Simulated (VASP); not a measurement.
# NaH (I4/mmm) in VASP: single point with PBEsol

Aim: the single point of NaH with PBEsol.

Program: VASP 6.6.1. These are calculated values, not measurements. Logs are shortened: lines on timing, memory, paths and dates and some standing lists are left out, and cuts for length are marked.

### 1 The cell of the first run

The structure is tetragonal, space group I4/mmm (No. 139). Conventional cell: a = 3.283 Å, b = 3.283 Å, c = 14.326 Å, α = 90.00°, β = 90.00°, γ = 90.00°. Na (site symmetry 4mm) has 5 H at 2.32 to 2.42 Å within 3.1 Å. H (site symmetry 4mm) has 5 Na at 2.32 to 2.42 Å within 3.1 Å.

### 2 Single point, PBEsol

The input, INCAR:

```
SYSTEM = NaH
PREC = Accurate
ENCUT = 520
EDIFF = 1E-6
ISMEAR = -1
SIGMA = 0.03
LREAL = .False.
LASPH = .True.
NELM = 100
ALGO = Normal
ISIF = 2
LWAVE = .False.
LCHARG = .True.
GGA = PS
LELF = .True.
LVHAR = .True.
NBANDS = 16
```

The input, KPOINTS:

```
regular mesh
0
Gamma
  10 10 10
  0 0 0
```

The input, POSCAR:

```
NaH
1.0
   -1.6413498269      1.6413498269      7.1628967021
    1.6413498269     -1.6413498269      7.1628967021
    1.6413498269      1.6413498269     -7.1628967021
Na H
2 2
Direct
    0.8339961512      0.8339961512      0.0000000000
    0.1660038488      0.1660038488      0.0000000000
    0.6652767717      0.6652767717      0.0000000000
    0.3347232283      0.3347232283      0.0000000000
```

Potentials or basis: VASP PAW PBE potentials, release 64 (Na_pv, H).

The run is started by

```console
$ cat potpaw_PBE.64/Na_pv/POTCAR potpaw_PBE.64/H/POTCAR > POTCAR
$ mpirun -np 1 vasp_std > vasp.out
```

OUTCAR:

```text
SYSTEM = NaH
   PREC = Accurate
   ENCUT = 520
   EDIFF = 1E-6
   ISMEAR = -1
   LREAL = .False.
   LASPH = .True.
   NELM = 100
   ISIF = 2
   GGA = PS

 ion  position               nearest neighbor table
   1  0.834  0.834  0.000-
   2  0.166  0.166  0.000-
   3  0.665  0.665  0.000-
   4  0.335  0.335  0.000-

  LATTYP: Found a body centered tetragonal cell.
 ALAT       =     3.2826996538
 C/A-ratio  =     4.3640280608

  Lattice vectors:

 A1 = (  -1.6413498269,   1.6413498269,   7.1628967021)
 A2 = (   1.6413498269,  -1.6413498269,   7.1628967021)
 A3 = (   1.6413498269,   1.6413498269,  -7.1628967021)

Analysis of symmetry for initial positions (statically):
=====================================================================
 Subroutine PRICEL returns:
 Original cell was already a primitive cell.

 Routine SETGRP: Setting up the symmetry group for a
 body centered tetragonal supercell.

 Subroutine GETGRP returns: Found 16 space group operations
 (whereof 16 operations were pure point group operations)
 out of a pool of 16 trial point group operations.

The static configuration has the point symmetry D_4h.

Analysis of symmetry for dynamics (positions and initial velocities):
=====================================================================
 Subroutine PRICEL returns:
 Original cell was already a primitive cell.

 Routine SETGRP: Setting up the symmetry group for a
 body centered tetragonal supercell.

 Subroutine GETGRP returns: Found 16 space group operations
 (whereof 16 operations were pure point group operations)
 out of a pool of 16 trial point group operations.

The dynamic configuration has the point symmetry D_4h.

 Subroutine INISYM returns: Found 16 space group operations
 (whereof 16 operations are pure point group operations),
 and found     1 'primitive' translations

----------------------------------------------------------------------------------------

                                     Primitive cell

  volume of cell :      77.1882

  direct lattice vectors                    reciprocal lattice vectors
    -1.641349827  1.641349827  7.162896702     0.000000000  0.304627321  0.069804162
[... 81 lines left out ...]
   PREC   = accura    normal or accurate (medium, high low for compatibility)
   ISTART =      0    job   : 0-new  1-cont  2-samecut
   ICHARG =      2    charge: 1-file 2-atom 10-const
   ISPIN  =      1    spin polarized calculation?
   LNONCOLLINEAR =      F non collinear calculations
   LSORBIT =      F    spin-orbit coupling
   LASPH  =      T    aspherical Exc in radial PAW
   ENCUT  =  520.0 eV  38.22 Ry    6.18 a.u.  14.00 14.00 14.00*2*pi/ulx,y,z
   NELM   =    100;   NELMIN=  2; NELMDL= -5     # of ELM steps
   EDIFF  = 0.1E-05   stopping-criterion for ELM
   LREAL  =      F    real-space projection
   EDIFFG = 0.1E-04   stopping-criterion for IOM
   NSW    =      0    number of steps for IOM
   IBRION =     -1    ionic relax: 0-MD 1-quasi-New 2-CG
   NFREE  =      0    steps in history (QN), initial steepest desc. (CG)
   ISIF   =      2    stress and relaxation
   ISYM   =      2    0-nonsym 1-usesym 2-fastsym
   POTIM  = 0.5000    time-step for ionic-motion
   TEBEG  =    0.0;   TEEND  =   0.0 temperature during run
   PSTRESS=    0.0 pullay stress
   NELECT =      16.0000    total number of electrons
   NUPDOWN=      -1.0000    fix difference up-down
   EMIN   =  10.00;   EMAX   =-10.00  energy-range for DOS
   EFERMI =   0.00;   METHOD = LEGACY
   ISMEAR =    -1;   SIGMA  =   0.03  broadening in eV -4-tet -1-fermi 0-gaus
   EFERMI_NEDOS =   21; number of points for ismear=-14 and -15
   IALGO  =     38    algorithm
   IMIX   =      4    mixing-type and parameters
     AMIX     =   0.40;   BMIX     =  1.00
     AMIX_MAG =   1.60;   BMIX_MAG =  1.00
  volume/ion in A,a.u.               =      19.30       130.22
  Fermi-wavevector in a.u.,A,eV,Ry     =   0.968868  1.830895 12.771853  0.938705
  Thomas-Fermi vector in A             =   2.098873
   LORBIT       =      0    0 simple, 1 ext, 2 COOP (PROOUT), +10 PAW based schemes
   GGA     = PS    functional components
   LHFCALC =     F    Hartree Fock is set to
   AEXX    =    0.0000 exact exchange contribution
   IVDW    =     0    specifies the selected vdW correction
   LEPSILON=     F    determine dielectric tensor
   LRPA    =     F    only Hartree local field effects (RPA)
 non-spin polarized calculation
  energy-cutoff  :      520.00
  volume of cell :       77.19
 maximum number of plane-waves:      2106
   NGX = 27   NGY = 27   NGZ = 27

 number of electron      16.0000001 magnetization

 Free energy of the ion-electron system (eV)
  ---------------------------------------------------
  ext. energy  EPLUGINS =         0.00000000
  ---------------------------------------------------
  free energy    TOTEN  =        -9.85836326 eV

  energy without entropy =       -9.85836326  energy(sigma->0) =       -9.85836326

 E-fermi :  -0.9775     XC(G=0):  -6.3911

 val. band max:       -1.6927188639   @ k =   0.5000   0.5000   0.0000
 cond. band min:       0.7665129090   @ k =   0.0000   0.0000   0.0000
 fundamental gap:      2.4592317729
 Fermi energy:        -0.9775427134

 k-point     1 :       0.0000    0.0000    0.0000
  band No.  band energies     occupation
      1     -24.1428      2.00000
      2     -24.0875      2.00000
      3     -24.0230      2.00000
      4     -24.0230      2.00000
      5     -24.0044      2.00000
      6     -24.0044      2.00000
[... 433 lines left out ...]
      3     -24.0763      2.00000
      4     -24.0721      2.00000
      5     -24.0474      2.00000
      6     -24.0449      2.00000
[... 8 lines left out ...]
     15       8.6059      0.00000
     16       9.2013      0.00000

 [... further k-points ...]
[... 5 lines left out ...]
  --------------------------------------------------------------------------------------
  -------------------------------------------------------------------------------------
  Total       -0.0082435     -0.0082435      0.0094551      0.0000000      0.0000000      0.0000000
  in kB       -0.1711077     -0.1711077      0.1962564      0.0000000      0.0000000      0.0000000
  external PRESSURE =      -0.0486530 kB  Pullay stress =       0.0000000 kB

 VOLUME and BASIS-vectors are now :
 -----------------------------------------------------------------------------
  energy-cutoff  :      520.00
  volume of cell :       77.19
      direct lattice vectors                 reciprocal lattice vectors
    -1.641349827  1.641349827  7.162896702     0.000000000  0.304627321  0.069804162
     1.641349827 -1.641349827  7.162896702     0.304627321  0.000000000  0.069804162
     1.641349827  1.641349827 -7.162896702     0.304627321  0.304627321  0.000000000

 POSITION                                       TOTAL-FORCE (eV/Angst)
 -----------------------------------------------------------------------------------
      0.00000      0.00000     11.94766        -0.000000     -0.000000      0.003630
      0.00000      0.00000      2.37814        -0.000000     -0.000000     -0.003630
      0.00000      0.00000      9.53062         0.000000      0.000000     -0.000427
      0.00000      0.00000      4.79518         0.000000      0.000000      0.000427
 -----------------------------------------------------------------------------------
    total drift:                                0.000000      0.000000     -0.000000

  FREE ENERGIE OF THE ION-ELECTRON SYSTEM (eV)
  ---------------------------------------------------
  free  energy   TOTEN  =        -9.8583632579 eV

  energy  without entropy=       -9.8583632579  energy(sigma->0) =       -9.85836326
```

OSZICAR:

```text
N       E                     dE             d eps       ncg     rms          rms(c)
DAV:   1     0.112925519079E+03    0.11293E+03   -0.83912E+03  3264   0.974E+02
DAV:   2    -0.466544682504E+01   -0.11759E+03   -0.11370E+03  3536   0.284E+02
DAV:   3    -0.110077338975E+02   -0.63423E+01   -0.63251E+01  4288   0.723E+01
DAV:   4    -0.111032758465E+02   -0.95542E-01   -0.95536E-01  3664   0.986E+00
DAV:   5    -0.111050051066E+02   -0.17293E-02   -0.17292E-02  4480   0.131E+00    0.451E+00
DAV:   6    -0.101933552431E+02    0.91165E+00   -0.34826E-01  4312   0.446E+00    0.214E+00
DAV:   7    -0.984381991531E+01    0.34954E+00   -0.50688E-01  4112   0.367E+00    0.670E-01
DAV:   8    -0.985233775852E+01   -0.85178E-02   -0.35149E-02  3784   0.188E+00    0.210E-01
DAV:   9    -0.985671914963E+01   -0.43814E-02   -0.12221E-02  3656   0.753E-01    0.113E-01
DAV:  10    -0.985745542828E+01   -0.73628E-03   -0.94812E-04  3656   0.301E-01    0.324E-02
DAV:  11    -0.985834224448E+01   -0.88682E-03   -0.72117E-04  3432   0.147E-01    0.251E-02
DAV:  12    -0.985835734462E+01   -0.15100E-04   -0.35228E-05  4384   0.362E-02    0.115E-02
DAV:  13    -0.985836258396E+01   -0.52393E-05   -0.26343E-05  3448   0.222E-02    0.492E-03
DAV:  14    -0.985836325786E+01   -0.67390E-06   -0.27183E-06  4064   0.816E-03
   1 F= -.98583633E+01 E0= -.98583633E+01  d E =-.962831E-12
```

stdout:

```text
POSCAR found type information on POSCAR NaH
 POSCAR found :  2 types and       4 ions
 scaLAPACK will be used
 -----------------------------------------------------------------------------
|                                                                             |
|                                                                             |
|     You enforced a specific xc type in the INCAR file but a different       |
|     I HOPE YOU KNOW WHAT YOU ARE DOING!                                     |
|                                                                             |
 -----------------------------------------------------------------------------

 LDA part: xc-table for (Slater+PW92), standard interpolation
 POSCAR, INCAR and KPOINTS ok, starting setup
 FFT: planning ... GRIDC
 FFT: planning ... GRID_SOFT
 FFT: planning ... GRID
 WAVECAR not read
 entering main loop
```

Run time: 6.4 min. Hardware: 1 thread of Intel Xeon Platinum 8375C at 2.90GHz (Ice Lake), shared host; peak memory 0.46 GiB.

What came out:

```yaml
Free_energy: -9.8584 eV
Pressure: 0.0 GPa
Largest_force: 0.004 eV/Å
Band_gap_on_the_k_mesh: 2.46 eV, indirect (least direct gap 4.00 eV)
```

Forces in eV/Å, atoms in the order of the input:
```
Na   0.000  0.000  0.004
Na   0.000  0.000 -0.004
H    0.000  0.000  0.000
H    0.000  0.000  0.000
```

Caveat: the PAW data sets were made with another functional, which shifts forces and pressure a little.
